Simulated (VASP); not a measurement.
Write the native input for VASP 6.6.1 that does the following.

| Item | Value |
| --- | --- |
| Task | single point |
| Functional | LDA |
| Potentials or basis | VASP PAW LDA potentials, release 64 (Si) |
| Cutoff | 520 eV |
| k mesh | 24 × 24 × 20 |
| Occupations | gaussian, width 0.15 eV |
| Spin | no spin polarisation |
| Dipole correction | no |
| Further INCAR settings | ALGO = Normal; EDIFF = 1e-06; NBANDS = 8 |

The structure of Si lies in POSCAR:

```
Si
1.0
    2.6205428149      0.0000000000      0.0000000000
   -1.3102714075      2.1843520250      0.0000000000
    0.0000000000      0.0000000000      2.4663543900
Si
1
Direct
    0.0000000000      0.0000000000      0.0000000000
```

This cell differs from its parent crystal: strain -0.0375 x Voigt [0, 1, 0, 0, 0, 0].

One way to write it, as run:

INCAR

```
SYSTEM = Si
PREC = Accurate
ENCUT = 520
EDIFF = 1E-6
ISMEAR = 0
SIGMA = 0.15
LREAL = .FALSE.
LASPH = .TRUE.
NELM = 60
ALGO = Normal
ISIF = 2
LWAVE = .FALSE.
LCHARG = .FALSE.
NBANDS = 8
```

KPOINTS

```
regular mesh
0
G
  24 24 20
  0 0 0
```

Potentials or basis: VASP PAW LDA potentials, release 64 (Si).

Run with:

```bash
$ cat potpaw_LDA.64/Si/POTCAR > POTCAR
$ mpirun -np 1 vasp_std > vasp.out
```

Results of the run:

| Property | Result |
| --- | --- |
| Pressure | 3.9 GPa |
| Band gap on the k mesh | zero (band 2 reaches 17.51 eV, above the bottom of band 3 at 5.56 eV) |

Caveat: the cell differs from its parent crystal (strain -0.0375 x Voigt [0, 1, 0, 0, 0, 0]).

Run time: 75 s on 1 thread of AMD EPYC 9R45 96-Core Processor (Zen 5), with other jobs on the host, peak memory 0.23 GiB.
